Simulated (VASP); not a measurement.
# BAs (P4_32_12) in VASP: further runs, part 2 of 2

VASP 6.6.1. Earlier steps stand in the parts before.

**4. Relaxation of cell and atoms, PBE**

INCAR reads:

```
  ALGO = Normal
  EDIFF = 1E-7
  EDIFFG = -0.04
  ENCUT = 600
  GGA = PE
  IBRION = 2
  ISIF = 3
  ISMEAR = 0
  LASPH = True
  LCHARG = False
  LREAL = Auto
  LWAVE = False
  NELM = 60
  NSW = 90
  PREC = Accurate
  SIGMA = 0.1
```

KPOINTS reads:

```
k-points
0
Gamma
  4 4 2
```

POSCAR reads:

```
BAs
1.0
    4.2962674200      0.0000000000      0.0000000000
    0.0000000000      4.2962674200      0.0000000000
    0.0000000000      0.0000000000     12.9815308400
B As
8 8
Direct
    0.4320251100      0.8838957300      0.9385768200
    0.3838957300      0.0679748900      0.1885768200
    0.0679748900      0.3838957300      0.8114231800
    0.8838957300      0.4320251100      0.0614231800
    0.5679748900      0.1161042700      0.4385768200
    0.6161042700      0.9320251100      0.6885768200
    0.9320251100      0.6161042700      0.3114231800
    0.1161042700      0.5679748900      0.5614231800
    0.0679748900      0.6161042700      0.9385768200
    0.1161042700      0.4320251100      0.1885768200
    0.4320251100      0.1161042700      0.8114231800
    0.6161042700      0.0679748900      0.0614231800
    0.9320251100      0.3838957300      0.4385768200
    0.8838957300      0.5679748900      0.6885768200
    0.5679748900      0.8838957300      0.3114231800
    0.3838957300      0.9320251100      0.5614231800
```

The run is started by

```bash
$ cat potpaw_PBE.64/B/POTCAR potpaw_PBE.64/As/POTCAR > POTCAR
$ mpirun -np 1 vasp_std > vasp.out
```

Wall time 52 min (1 thread of AMD EPYC 7R13 (Zen 3), shared host); peak memory 0.41 GiB.

Results (log left out):

* Free energy: -80.8088 eV
* Relaxed volume: 16.78 Å³/atom
* Relaxed cell: a = 4.433 Å, b = 4.433 Å, c = 13.660 Å, α = 90.00°, β = 90.00°, γ = 90.00°
* Space group after relaxing (to 0.1 Å): P4_32_12 (No. 96)
* Energy gained by relaxing: 138.9 meV/atom
* Ionic steps: 30
* Pressure after relaxing: 0.0 GPa
* Largest force after relaxing: 0.034 eV/Å
* Band gap on the k mesh: zero (bands 32 and 33 overlap by 0.34 eV)

Forces in eV/Å, atoms in the order of the input:
```
B    0.015 -0.030 -0.006
B   -0.030 -0.015 -0.006
B   -0.015 -0.030  0.006
B   -0.030  0.015  0.006
B   -0.015  0.030 -0.006
B    0.030  0.015 -0.006
B    0.015  0.030  0.006
B    0.030 -0.015  0.006
As  -0.019  0.013  0.007
As   0.013  0.019  0.007
As   0.019  0.013 -0.007
As   0.013 -0.019 -0.007
As   0.019 -0.013  0.007
As  -0.013 -0.019  0.007
As  -0.019 -0.013 -0.007
As  -0.013  0.019 -0.007
```

Stress tensor (GPa, compression positive):
```
 0.05  0.00  0.00
 0.00  0.05  0.00
 0.00  0.00 -0.06
```

Step by step:
```tsv
step	energy change (eV)	largest force (eV/Å)	pressure (GPa)	volume (Å³)
1	0.0000	0.8644	13.43	239.61
2	-0.5450	1.0745	-6.99	285.21
3	-1.4036	0.6413	0.10	263.11
4	-1.4037	0.6285	0.30	262.62
5	-1.5414	0.4221	-1.03	265.17
6	-1.5508	0.5151	-1.45	266.05
7	-1.6629	0.3961	-0.61	263.09
8	-1.7133	0.3291	0.56	259.15
9	-1.7846	0.2348	0.66	258.68
10	-1.7882	0.2933	0.69	258.54
11	-1.8813	0.2474	0.33	260.78
12	-2.0389	0.3012	-0.99	267.46
13	-2.0426	0.3480	-1.35	268.99
14	-2.0918	0.2166	0.35	265.64
15	-2.0931	0.2281	0.11	266.10
16	-2.1398	0.2057	0.32	265.47
17	-2.1789	0.2287	0.94	263.56
18	-2.1839	0.2057	0.80	264.03
19	-2.1960	0.1713	-0.43	267.58
20	-2.2015	0.0917	0.00	266.30
21	-2.2071	0.0897	0.07	266.75
22	-2.2079	0.1307	0.11	267.01
23	-2.2114	0.0957	0.07	267.46
24	-2.2143	0.0425	-0.03	268.37
25	-2.2160	0.0411	-0.07	268.49
26	-2.2193	0.0509	-0.19	268.86
27	-2.2181	0.0710	-0.45	269.60
28	-2.2201	0.0591	-0.29	269.14
29	-2.2215	0.0434	-0.15	268.81
30	-2.2223	0.0342	0.02	268.44
```

Final structure:
```
B As
1.0
     4.43304    0.00000    0.00000
     0.00000    4.43304    0.00000
     0.00000    0.00000   13.65958
B As
8 8
Direct
  0.35246 0.87985 0.94809
  0.37985 0.14754 0.19809
  0.14754 0.37985 0.80191
  0.87985 0.35246 0.05191
  0.64754 0.12015 0.44809
  0.62015 0.85246 0.69809
  0.85246 0.62015 0.30191
  0.12015 0.64754 0.55191
  0.03431 0.57138 0.93319
  0.07138 0.46569 0.18319
  0.46569 0.07138 0.81681
  0.57138 0.03431 0.06681
  0.96569 0.42862 0.43319
  0.92862 0.53431 0.68319
  0.53431 0.92862 0.31681
  0.42862 0.96569 0.56681
```

Levels at points of the mesh, in eV from the Fermi level:
```
           k point  band 30  band 31  band 32  band 33  band 34  band 35
(0.00, 0.00, 0.00)    -0.83    -0.83    -0.36     0.06     0.06     0.08
(0.50, 0.00, 0.00)    -1.57    -1.03    -1.03     0.57     0.57     1.04
(0.50, 0.50, 0.00)    -0.80     0.14     0.14     2.15     2.15     2.54
(0.00, 0.00, 0.50)    -1.04    -0.39    -0.39    -0.20    -0.20     0.51
(0.50, 0.00, 0.50)    -1.64    -1.28    -1.28     0.73     0.73     1.08
(0.50, 0.50, 0.50)    -0.24    -0.24    -0.24     2.46     2.46     2.46
```

Caveat: the k points lie up to 0.35 Å⁻¹ apart in the final cell; semilocal functionals underestimate gaps, and a narrow one can read as zero.

**5. Single point, PBE**

This run uses another cell than the first one, of 16.70 Å³/atom.

INCAR reads:

```
SYSTEM = BAs
PREC = Accurate
ENCUT = 520
EDIFF = 1E-7
ISMEAR = 0
SIGMA = 0.1
LREAL = Auto
LASPH = .TRUE.
NELM = 80
ALGO = Normal
ISIF = 2
LWAVE = .FALSE.
LCHARG = .FALSE.
GGA = PE
NBANDS = 46
```

KPOINTS reads:

```
Automatic mesh
0
G
  8 8 4
  0 0 0
```

POSCAR reads:

```
BAs
1.0
    4.4306011443      0.0000000000      0.0000000000
    0.0000000000      4.4306011443      0.0000000000
    0.0000000000      0.0000000000     13.6090372257
B As
8 8
Direct
    0.3530811221      0.8800120391      0.9477270988
    0.3800120391      0.1469188779      0.1977270988
    0.1469188779      0.3800120391      0.8022729012
    0.8800120391      0.3530811221      0.0522729012
    0.6469188779      0.1199879609      0.4477270988
    0.6199879609      0.8530811221      0.6977270988
    0.8530811221      0.6199879609      0.3022729012
    0.1199879609      0.6469188779      0.5522729012
    0.0353338123      0.5714797255      0.9336804086
    0.0714797255      0.4646661877      0.1836804086
    0.4646661877      0.0714797255      0.8163195914
    0.5714797255      0.0353338123      0.0663195914
    0.9646661877      0.4285202745      0.4336804086
    0.9285202745      0.5353338123      0.6836804086
    0.5353338123      0.9285202745      0.3163195914
    0.4285202745      0.9646661877      0.5663195914
```

The run is started by

```bash
$ cat potpaw_PBE.64/B/POTCAR potpaw_PBE.64/As/POTCAR > POTCAR
$ mpirun -np 1 vasp_std > vasp.out
```

Wall time 17 min (1 thread of AMD EPYC 7R13 (Zen 3), shared host); peak memory 0.52 GiB.

It converged, with:

* Free energy: -80.8104 eV
* Pressure: 0.5 GPa
* Largest force: 0.034 eV/Å
* Band gap on the k mesh: zero (bands 32 and 33 overlap by 0.43 eV)

Forces in eV/Å, atoms in the order of the input:
```
B    0.008  0.003  0.005
B    0.003 -0.008  0.005
B   -0.008  0.003 -0.005
B    0.003  0.008 -0.005
B   -0.008 -0.003  0.005
B   -0.003  0.008  0.005
B    0.008 -0.003 -0.005
B   -0.003 -0.008 -0.005
As  -0.033 -0.003 -0.005
As  -0.003  0.033 -0.005
As   0.033 -0.003  0.005
As  -0.003 -0.033  0.005
As   0.033  0.003 -0.005
As   0.003 -0.033 -0.005
As  -0.033  0.003  0.005
As   0.003  0.033  0.005
```

Stress tensor (GPa, compression positive):
```
0.42 0.00 0.00
0.00 0.42 0.00
0.00 0.00 0.75
```

Levels at points of the mesh, in eV from the Fermi level:
```tsv
k point	band 30	band 31	band 32	band 33	band 34	band 35
(0.00, 0.00, 0.00)	-0.74	-0.74	-0.24	0.17	0.17	0.20
(0.50, 0.00, 0.00)	-1.47	-0.92	-0.92	0.69	0.69	1.17
(0.50, 0.50, 0.00)	-0.67	0.25	0.25	2.30	2.30	2.65
(0.00, 0.00, 0.50)	-0.95	-0.29	-0.29	-0.09	-0.09	0.63
(0.50, 0.00, 0.50)	-1.54	-1.18	-1.18	0.84	0.84	1.22
(0.50, 0.50, 0.50)	-0.12	-0.12	-0.12	2.58	2.58	2.58
```

Caveat: semilocal functionals underestimate gaps, and a narrow one can read as zero.

**6. Summary**

```tsv
task	cell	k mesh	cutoff (eV)	gap on the mesh (eV)	pressure (GPa)	largest force (eV/Å)
single point	a = 4.296, b = 4.296, c = 12.982 Å, 16 atoms, atomic positions A	4 × 4 × 2	520	none	13.4	0.87
single point	a = 4.419, b = 4.419, c = 13.642 Å, 16 atoms, atomic positions B	4 × 4 × 2	520	none	0.5	0.04
relaxation of cell and atoms	relaxed from a = 4.296, b = 4.296, c = 12.982 Å, 16 atoms, atomic positions A	4 × 4 × 2	600	none	0.0	0.03
single point	a = 4.431, b = 4.431, c = 13.609 Å, 16 atoms, atomic positions C	8 × 8 × 4	520	none	0.5	0.03
```

Alike in all rows: level PBE; potentials or basis VASP PAW PBE potentials, release 64 (B, As); no spin polarisation; smearing gaussian 0.1 eV.

Caveats: some runs use coarse meshes; semilocal functionals underestimate gaps, and a narrow one can read as zero.

Absolute energies hang on the potentials; compare differences alone.
